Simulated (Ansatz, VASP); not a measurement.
One calculation of V, two programs

```
V
1.0
     0.00000    2.05863    1.60573
     2.05863    0.00000    1.60573
     2.05863    2.05863    0.00000
V
1
Direct
  0.00000 0.00000 0.00000
```

Alike in both runs: task single point; functional PBE; k mesh 24 × 24 × 24; occupations gaussian, width 0.15 eV; no spin polarisation.

|  | VASP | Ansatz |
| --- | --- | --- |
| version | VASP 6.6.1 | Ansatz 0.2.0 |
| potentials or method | VASP PAW PBE potentials, release 64 (V_sv), cutoff 520 eV | scalar-relativistic, plane waves, PAW |
| valence electrons in the cell | 13 | 13 |

```csv
,VASP,Ansatz,Ansatz less VASP
gap on the k mesh at the Fermi level (eV),none,none,-
pressure (GPa),-0.8,-1.2,-0.38
"traceless stress, the component that is largest in VASP (GPa)",-7.74,-7.76,-0.014
```

A gap of «none» marks a metal or a gap that the smearing closes.
